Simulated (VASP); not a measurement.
The system is Ge4MoW.

```
Ge Mo W
1.0
     3.57288    0.00000    0.00000
     0.00000    3.57288    0.00000
     0.00000    0.00000    8.80940
Ge Mo W
4 1 1
Direct
  0.00000 0.00000 0.66167
  0.50000 0.50000 0.16167
  0.00000 0.00000 0.33833
  0.50000 0.50000 0.83833
  0.00000 0.00000 0.00000
  0.50000 0.50000 0.50000
```

```yaml
Program: VASP 6.6.1
Task: relaxation of cell and atoms
Functional: PBE
Potentials_or_basis: VASP PAW PBE potentials, release 64 (Ge_d, Mo_sv, W_sv)
Cutoff: 600 eV
k_mesh: 6 × 6 × 2
Occupations: gaussian, width 0.1 eV
Spin: no spin polarisation
```

At the start: pressure -20.5 GPa; volume 18.74 Å³/atom.

Question: How do energy, volume and symmetry change on relaxing?

Answer: Over 11 steps the energy falls by 255.0 meV/atom and the volume is 15.47 Å³/atom (-17.5 %); space group P4/mmm (No. 123, to 0.05 Å).

The path:
```tsv
step	energy change (eV)	largest force (eV/Å)	pressure (GPa)	volume (Å³)
1	0.0000	0.3715	-20.49	112.46
2	0.3206	1.5565	45.49	77.78
3	-1.5158	0.3237	-1.21	93.51
4	-1.5179	0.3526	-0.20	93.02
5	-1.5177	0.3730	0.44	92.66
6	-1.5287	0.0416	0.55	92.39
7	-1.5290	0.0863	0.57	92.43
8	-1.5290	0.0244	-0.60	93.07
9	-1.5297	0.0455	0.13	92.73
10	-1.5297	0.0302	-0.28	92.84
11	-1.5297	0.0381	-0.09	92.79
```

Final structure:
```
Ge Mo W
1.0
     3.33809    0.00000    0.00000
     0.00000    3.33809    0.00000
     0.00000    0.00000    8.32739
Ge Mo W
4 1 1
Direct
  0.00000 0.00000 0.66262
  0.50000 0.50000 0.16133
  0.00000 0.00000 0.33738
  0.50000 0.50000 0.83867
  0.00000 0.00000 0.00000
  0.50000 0.50000 0.50000
```

Caveat: the volume moved by over 15 % at a fixed basis, so the end points are rough.
